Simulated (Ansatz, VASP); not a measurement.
**Two plane-wave programs on TaN**

```
Ta N
1.0
     3.05000    0.00000    0.00000
    -1.52500    2.64138    0.00000
     0.00000    0.00000    4.94000
Ta N
2 2
Direct
  0.33333 0.66667 0.00000
  0.66667 0.33333 0.50000
  0.33333 0.66667 0.38500
  0.66667 0.33333 0.88500
```

Alike in both runs: task single point; functional PBEsol; k mesh 18 × 18 × 12; occupations gaussian, width 0.15 eV; no spin polarisation.

|  | VASP | Ansatz |
| --- | --- | --- |
| version | VASP 6.6.1 | Ansatz 0.2.0 |
| potentials or method | VASP PAW PBE potentials, release 64 (Ta_pv, N), cutoff 520 eV | scalar-relativistic, plane waves, PAW |
| valence electrons in the cell | 32 | 36 |

Ansatz gave:

```
gap on the k mesh at the Fermi level (eV) : none
rms of the force components (eV/Å)        : 1.329
```

Problem. Estimate VASP's values.

Solution. gap on the k mesh at the Fermi level (eV): none; rms of the force components (eV/Å): 1.353.

VASP's potentials were made for PBE, not for PBEsol. Atom by atom the forces differ by 0.024 eV/Å (rms over components). A gap of «none» marks a metal or a gap that the smearing closes. VASP's potentials hold 32 valence electrons a cell and Ansatz's 36, so a difference there can come from the potentials and not from the codes.

Spin-orbit coupling is off throughout.
